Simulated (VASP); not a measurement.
TeW, 2 atoms in the cell. The structure is cubic, space group Fm-3m (No. 225). The conventional cell has a = 5.481 Å, b = 5.481 Å, c = 5.481 Å, α = 90.00°, β = 90.00°, γ = 90.00°. W (site symmetry m-3m) has 6 Te at 2.74 Å within 3.6 Å. Within 3.6 Å of Te (site symmetry m-3m) lie 6 W at 2.74 Å. 

| Item | Value |
| --- | --- |
| Program | VASP 6.6.1 |
| Task | single point |
| Functional | PBEsol |
| Potentials or basis | VASP PAW PBE potentials, release 64 (W_sv, Te) |
| Cutoff | 520 eV |
| k mesh | 6 × 6 × 6 |
| Occupations | gaussian, width 0.1 eV |
| Spin | collinear spin |
| Starting moments | [1.0, 0.0] μB |
| Dipole correction | no |
| Further INCAR settings | ALGO = Normal; EDIFF = 1e-06; NBANDS = 21 |

Potentials or basis: VASP PAW PBE potentials, release 64 (W_sv, Te).

Run with:

```sh
$ cat potpaw_PBE.64/W_sv/POTCAR potpaw_PBE.64/Te/POTCAR > POTCAR
$ mpirun -np 1 vasp_std > vasp.out
```

Hardware: 1 thread of Intel(R) Xeon(R) 6975P-C (Granite Rapids) (shared host).

Question: Estimate the wall time of this run.

Answer: Run time: 16 s on 1 thread of Intel(R) Xeon(R) 6975P-C (Granite Rapids), with other jobs on the host, peak memory 0.19 GiB. Counts: scf iterations 13, k points 16.
